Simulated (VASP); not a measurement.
# B18N17 (a cell with a defect) in VASP: single point with PBE

Aim: the single point of B18N17 (a cell with a defect) with PBE.

All numbers are computed with VASP 6.6.1; they aren't measurements. Logs are shortened: lines on timing, memory, paths and dates and some standing lists are left out, and cuts for length are marked.

## Step 1: The cell of the first run

The cell holds a defect, 35 atoms: a = 7.465 Å, b = 7.465 Å, c = 6.495 Å, α = 90.00°, β = 90.00°, γ = 120.00°.

## Step 2: Single point, PBE

File INCAR:

```
  PREC = Accurate
  ENCUT = 520
  EDIFF = 1E-6
  ISMEAR = -1
  SIGMA = 0.01
  LREAL = Auto
  LASPH = T
  NELM = 120
  ALGO = Normal
  ISIF = 2
  LWAVE = F
  LCHARG = F
  GGA = PE
  NBANDS = 92
  NELECT = 136.0
  GGA_COMPAT = F
```

File KPOINTS:

```
Automatic mesh
0
Gamma
  2 2 2
  0.5 0.5 0.5
```

File POSCAR:

```
B18N17
1.0
    7.4650312800      0.0000000000      0.0000000000
   -3.7325156400      6.4649067300      0.0000000000
    0.0000000000      0.0000000000      6.4954828800
B N
18 17
Direct
    0.1270633100      0.2003135300      0.2508812100
    0.2041665400      0.1268863000      0.7509197800
    0.1247723300      0.5354419000      0.2511513600
    0.2042374900      0.4612189800      0.7518767800
    0.1294253200      0.8752756900      0.2513077100
    0.2039563900      0.7938863500      0.7491085800
    0.4523434200      0.1980193000      0.2505243500
    0.5372035700      0.1271502900      0.7531696200
    0.4585755900      0.5353486600      0.2510933400
    0.5369773600      0.4606153100      0.7534708800
    0.4592647600      0.8681184200      0.2504877900
    0.5372555000      0.7938863200      0.7510327300
    0.7920532900      0.2026972200      0.2501171400
    0.8698691100      0.1269242400      0.7502848000
    0.7922828300      0.5351923400      0.2508344500
    0.8704595500      0.4606758000      0.7511901500
    0.7919948600      0.8687923100      0.2502842200
    0.8704949300      0.7940966300      0.7486022100
    0.0936322000      0.2373847700      0.7509603200
    0.5650828300      0.4189559800      0.2519646100
    0.0935761300      0.5707627700      0.7497606100
    0.2361747900      0.4212725800      0.2515006000
    0.0939093000      0.9042650600      0.7467446700
    0.2369033800      0.7628747800      0.2513296900
    0.4267355800      0.2371226700      0.7551927500
    0.5646095200      0.0904395900      0.2499888500
    0.4269422400      0.5706086400      0.7533324900
    0.4271131900      0.9039855800      0.7510958800
    0.5697418400      0.7575914900      0.2503323100
    0.7602648900      0.2375150000      0.7526087400
    0.9061324300      0.0912040500      0.2498268800
    0.7602412000      0.5707984500      0.7511376700
    0.9024886900      0.4250331300      0.2506790400
    0.7604631300      0.9041534900      0.7488944400
    0.9084867900      0.7623950800      0.2498805900
```

Potentials or basis: VASP PAW PBE potentials, release 64 (B, N).

Run with:

```
> cat potpaw_PBE.64/B/POTCAR potpaw_PBE.64/N/POTCAR > POTCAR
> mpirun -np 1 vasp_std > vasp.out
```

OUTCAR:

```text
PREC = Accurate
   ENCUT = 520
   EDIFF = 1E-6
   ISMEAR = -1
   LREAL = Auto
   LASPH = T
   NELM = 120
   ISIF = 2
   GGA = PE
   NELECT = 136.0

 ion  position               nearest neighbor table
   1  0.127  0.200  0.251-  31 1.43  22 1.43
   2  0.204  0.127  0.751-  19 1.43  25 1.44  23 1.44
   3  0.125  0.535  0.251-  33 1.44  22 1.46  24 1.47
   4  0.204  0.461  0.752-  21 1.42  27 1.44  19 1.45
   5  0.129  0.875  0.251-  24 1.42  35 1.43
   6  0.204  0.794  0.749-  23 1.43  21 1.44  28 1.44
   7  0.452  0.198  0.251-  26 1.42  20 1.43
   8  0.537  0.127  0.753-  25 1.43  30 1.44  28 1.44
   9  0.459  0.535  0.251-  29 1.44  22 1.44  20 1.44
  10  0.537  0.461  0.753-  27 1.42  32 1.44  25 1.44
  11  0.459  0.868  0.250-  29 1.43  26 1.44  24 1.44
  12  0.537  0.794  0.751-  28 1.42  34 1.44  27 1.44
  13  0.792  0.203  0.250-  33 1.44  31 1.46  26 1.47
[... 20 lines left out ...]
  34  0.760  0.904  0.749-  18 1.42  14 1.44  12 1.44
  35  0.908  0.762  0.250-   5 1.43  17 1.44  15 1.47

  LATTYP: Found a hexagonal cell.
 ALAT       =     7.4650312800
 C/A-ratio  =     0.8701213212

  Lattice vectors:

 A1 = (   7.4650312800,   0.0000000000,   0.0000000000)
 A2 = (  -3.7325156400,   6.4649067300,   0.0000000000)
 A3 = (   0.0000000000,   0.0000000000,   6.4954828800)

Analysis of symmetry for initial positions (statically):
=====================================================================
 Subroutine PRICEL returns:
 Original cell was already a primitive cell.

 Routine SETGRP: Setting up the symmetry group for a
 hexagonal supercell.

 Subroutine GETGRP returns: Found  1 space group operations
 (whereof  1 operations were pure point group operations)
 out of a pool of 24 trial point group operations.

The static configuration has the point symmetry C_1 .

Analysis of symmetry for dynamics (positions and initial velocities):
=====================================================================
 Subroutine PRICEL returns:
 Original cell was already a primitive cell.

 Routine SETGRP: Setting up the symmetry group for a
 hexagonal supercell.

 Subroutine GETGRP returns: Found  1 space group operations
 (whereof  1 operations were pure point group operations)
 out of a pool of 24 trial point group operations.

The dynamic configuration has the point symmetry C_1 .

 Subroutine INISYM returns: Found  1 space group operations
 (whereof  1 operations are pure point group operations),
 and found     1 'primitive' translations

----------------------------------------------------------------------------------------

                                     Primitive cell

  volume of cell :     313.4768

  direct lattice vectors                    reciprocal lattice vectors
     7.465031280  0.000000000  0.000000000     0.133957912  0.077340636  0.000000000
    -3.732515640  6.464906730  0.000000000     0.000000000  0.154681273  0.000000000
     0.000000000  0.000000000  6.495482880     0.000000000  0.000000000  0.153953142

  length of vectors
     7.465031280  7.465031281  6.495482880     0.154681273  0.154681273  0.153953142

  position of ions in fractional coordinates (direct lattice)
     0.127063310  0.200313530  0.250881210
     0.204166540  0.126886300  0.750919780
     0.124772330  0.535441900  0.251151360
     0.204237490  0.461218980  0.751876780
     0.129425320  0.875275690  0.251307710
     0.203956390  0.793886350  0.749108580
[... 27 lines left out ...]
     0.760463130  0.904153490  0.748894440
     0.908486790  0.762395080  0.249880590

  ion indices of the primitive-cell ions
   primitive index   ion index
                 1           1
                 2           2
                 3           3
                 4           4
                 5           5
                 6           6
[... 27 lines left out ...]
                34          34
                35          35

----------------------------------------------------------------------------------------

 KPOINTS: Automatic mesh

Automatic generation of k-mesh.
 Grid dimensions read from file:
 generate k-points for:    2    2    2

 Generating k-lattice:

  Cartesian coordinates                     Fractional coordinates (reciprocal lattice)
     0.066978956  0.038670318  0.000000000     0.500000000  0.000000000  0.000000000
     0.000000000  0.077340636  0.000000000     0.000000000  0.500000000  0.000000000
     0.000000000  0.000000000  0.076976571     0.000000000  0.000000000  0.500000000

  Length of vectors
     0.077340636  0.077340636  0.076976571

  Shift w.r.t. Gamma in fractional coordinates (k-lattice)
     0.500000000  0.500000000  0.500000000

 Subroutine IBZKPT returns following result:
 ===========================================

 Found     12 irreducible k-points:

 Following reciprocal coordinates:
            Coordinates               Weight
  0.250000  0.250000  0.250000      2.000000
 -0.250000  0.500000  0.250000      2.000000
  0.500000  0.250000  0.250000      2.000000
 -0.250000 -0.250000  0.250000      2.000000
  0.250000  0.500000  0.250000      2.000000
  0.500000 -0.250000  0.250000      2.000000
 -0.250000  0.250000  0.250000      2.000000
 -0.250000  0.000000  0.250000      2.000000
  0.000000 -0.250000  0.250000      2.000000
  0.250000 -0.250000  0.250000      2.000000
  0.250000  0.000000  0.250000      2.000000
  0.000000  0.250000  0.250000      2.000000
   k-points           NKPTS =     12   k-points in BZ     NKDIM =     12   number of bands    NBANDS=     92
   number of dos      NEDOS =    301   number of ions     NIONS =     35
   total plane-waves  NPLWV = 150528
   dimension x,y,z NGX =    56 NGY =   56 NGZ =   48
   dimension x,y,z NGXF=   112 NGYF=  112 NGZF=   96
   ions per type =              18  17
   NGX,Y,Z   is equivalent  to a cutoff of  12.47, 12.47, 12.29 a.u.
   NGXF,Y,Z  is equivalent  to a cutoff of  24.94, 24.94, 24.57 a.u.
 SYSTEM =  unknown system
   PREC   = accura    normal or accurate (medium, high low for compatibility)
   ISTART =      0    job   : 0-new  1-cont  2-samecut
   ICHARG =      2    charge: 1-file 2-atom 10-const
   ISPIN  =      1    spin polarized calculation?
   LNONCOLLINEAR =      F non collinear calculations
   LSORBIT =      F    spin-orbit coupling
   LASPH  =      T    aspherical Exc in radial PAW
   ENCUT  =  520.0 eV  38.22 Ry    6.18 a.u.  13.88 13.88 12.08*2*pi/ulx,y,z
   NELM   =    120;   NELMIN=  2; NELMDL= -5     # of ELM steps
   EDIFF  = 0.1E-05   stopping-criterion for ELM
   LREAL  =      T    real-space projection
   EDIFFG = 0.1E-04   stopping-criterion for IOM
   NSW    =      0    number of steps for IOM
   IBRION =     -1    ionic relax: 0-MD 1-quasi-New 2-CG
   NFREE  =      0    steps in history (QN), initial steepest desc. (CG)
   ISIF   =      2    stress and relaxation
   ISYM   =      2    0-nonsym 1-usesym 2-fastsym
   POTIM  = 0.5000    time-step for ionic-motion
   TEBEG  =    0.0;   TEEND  =   0.0 temperature during run
   PSTRESS=    0.0 pullay stress
   NELECT =     136.0000    total number of electrons
   NUPDOWN=      -1.0000    fix difference up-down
   EMIN   =  10.00;   EMAX   =-10.00  energy-range for DOS
   EFERMI =   0.00;   METHOD = LEGACY
   ISMEAR =    -1;   SIGMA  =   0.01  broadening in eV -4-tet -1-fermi 0-gaus
   EFERMI_NEDOS =   21; number of points for ismear=-14 and -15
   IALGO  =     38    algorithm
   IMIX   =      4    mixing-type and parameters
     AMIX     =   0.40;   BMIX     =  1.00
     AMIX_MAG =   1.60;   BMIX_MAG =  1.00
  volume/ion in A,a.u.               =       8.96        60.44
  Fermi-wavevector in a.u.,A,eV,Ry     =   1.239327  2.341989 20.897626  1.535932
  Thomas-Fermi vector in A             =   2.373815
   LORBIT       =      0    0 simple, 1 ext, 2 COOP (PROOUT), +10 PAW based schemes
   GGA     = PE    functional components
   LHFCALC =     F    Hartree Fock is set to
   AEXX    =    0.0000 exact exchange contribution
   IVDW    =     0    specifies the selected vdW correction
   LEPSILON=     F    determine dielectric tensor
   LRPA    =     F    only Hartree local field effects (RPA)
 non-spin polarized calculation
  energy-cutoff  :      520.00
  volume of cell :      313.48
 maximum number of plane-waves:      8452
   NGX = 27   NGY = 27   NGZ = 25

 number of electron     135.9999998 magnetization

 Free energy of the ion-electron system (eV)
  ---------------------------------------------------
  ext. energy  EPLUGINS =         0.00000000
  ---------------------------------------------------
  free energy    TOTEN  =      -309.74197362 eV

  energy without entropy =     -309.73640119  energy(sigma->0) =     -309.73918740

 E-fermi :   1.9333     XC(G=0): -10.0167

 val. band max:        1.9311920417   @ k =   0.0000  -0.2500   0.2500
 cond. band min:       1.9408996207   @ k =   0.2500   0.0000   0.2500
 fundamental gap:      0.0097075789
 Fermi energy:         1.9333335877

 k-point     1 :       0.2500    0.2500    0.2500
  band No.  band energies     occupation
      1     -15.1147      2.00000
      2     -14.9020      2.00000
      3     -14.6463      2.00000
      4     -14.5581      2.00000
      5     -14.4331      2.00000
      6     -14.2679      2.00000
[... 72 lines left out ...]
     79       8.3520      0.00000
     80       8.5742      0.00000

 k-point     2 :      -0.2500    0.5000    0.2500
  band No.  band energies     occupation
      1     -15.1171      2.00000
      2     -14.9034      2.00000
      3     -14.6450      2.00000
      4     -14.5559      2.00000
      5     -14.4328      2.00000
      6     -14.2689      2.00000
[... 72 lines left out ...]
     79       8.3911      0.00000
     80       8.8031      0.00000
[... 745 lines left out ...]
     79       8.4945      0.00000
     80       8.7803      0.00000

 k-point    12 :       0.0000    0.2500    0.2500
  band No.  band energies     occupation
      1     -15.3732      2.00000
      2     -15.1322      2.00000
      3     -14.3519      2.00000
      4     -14.1650      2.00000
      5     -13.9898      2.00000
      6     -13.8334      2.00000
[... 72 lines left out ...]
     79       8.4848      0.00000
     80       8.7752      0.00000
 [bands above 80 left out]

------------------------ aborting loop because EDIFF is reached ----------------------------------------

  FORCE on cell =-STRESS in cart. coord.  units (eV):
  Direction    XX          YY          ZZ          XY          YZ          ZX
  --------------------------------------------------------------------------------------
  -------------------------------------------------------------------------------------
  Total       -8.7523652     -9.8109900    -20.0428909     -0.8561128     -0.0247717     -0.0179510
  in kB      -44.7332729    -50.1438963   -102.4390653     -4.3755860     -0.1266082     -0.0917473
  external PRESSURE =     -65.7720782 kB  Pullay stress =       0.0000000 kB

 VOLUME and BASIS-vectors are now :
 -----------------------------------------------------------------------------
  energy-cutoff  :      520.00
  volume of cell :      313.48
      direct lattice vectors                 reciprocal lattice vectors
     7.465031280  0.000000000  0.000000000     0.133957912  0.077340636  0.000000000
    -3.732515640  6.464906730  0.000000000     0.000000000  0.154681273  0.000000000
     0.000000000  0.000000000  6.495482880     0.000000000  0.000000000  0.153953142

 POSITION                                       TOTAL-FORCE (eV/Angst)
 -----------------------------------------------------------------------------------
      0.20086      1.29501      1.62959        -0.067691      0.040711     -0.007559
      1.05050      0.82031      4.87759         0.304468     -0.185051      0.000151
     -1.06712      3.46158      1.63135        -0.458041      0.067879      0.003516
     -0.19687      2.98174      4.88380         0.430566     -0.380285     -0.003487
     -2.30082      5.65858      1.63236        -0.130706     -0.006545     -0.027675
     -1.44065      5.13240      4.86582         0.483761     -0.302066     -0.001679
[... 27 lines left out ...]
      2.30211      5.84527      4.86443        -0.419784      0.258227      0.027160
      3.93623      4.92881      1.62310        -0.243346      0.170372      0.044263
 -----------------------------------------------------------------------------------
    total drift:                               -0.002121     -0.004655      0.003649

  FREE ENERGIE OF THE ION-ELECTRON SYSTEM (eV)
  ---------------------------------------------------
  free  energy   TOTEN  =      -309.7419736159 eV

  energy  without entropy=     -309.7364011859  energy(sigma->0) =     -309.73918740
```

Run time: 14 min. Hardware: 1 thread of Oxide Virtual Turin-like, shared host; peak memory 0.46 GiB.

What came out:

- Free energy: -309.7420 eV
- Largest force: 0.584 eV/Å

Forces in eV/Å, atoms in the order of the input:
```
B   -0.068  0.041 -0.008
B    0.304 -0.185  0.000
B   -0.458  0.068  0.004
B    0.431 -0.380 -0.003
B   -0.131 -0.007 -0.028
B    0.484 -0.302 -0.002
B   -0.069  0.118  0.023
B    0.486 -0.277 -0.007
B   -0.010  0.258  0.023
B    0.465 -0.276  0.020
B   -0.026  0.014  0.003
B    0.439 -0.260  0.007
B   -0.285  0.360  0.002
B    0.544 -0.212  0.002
B    0.105 -0.058  0.002
B    0.446 -0.263 -0.002
B   -0.230 -0.114 -0.030
B    0.446 -0.271 -0.016
N   -0.433  0.267  0.001
N   -0.271  0.118 -0.043
N   -0.399  0.325  0.018
N    0.300 -0.265 -0.011
N   -0.450  0.211  0.062
N    0.139 -0.115 -0.003
N   -0.392  0.303 -0.059
N    0.164 -0.042  0.005
N   -0.435  0.248 -0.040
N   -0.436  0.253  0.000
N    0.221 -0.122  0.009
N   -0.468  0.194 -0.019
N    0.372 -0.122  0.021
N   -0.446  0.268 -0.003
N    0.325 -0.202  0.001
N   -0.420  0.258  0.027
N   -0.243  0.170  0.044
```

Caveat: the k points lie up to 0.49 Å⁻¹ apart; the cell carries a net charge on a neutralising background, which shifts energy and pressure; the cell is charged against a uniform background, so pressure and absolute levels hang on convention.
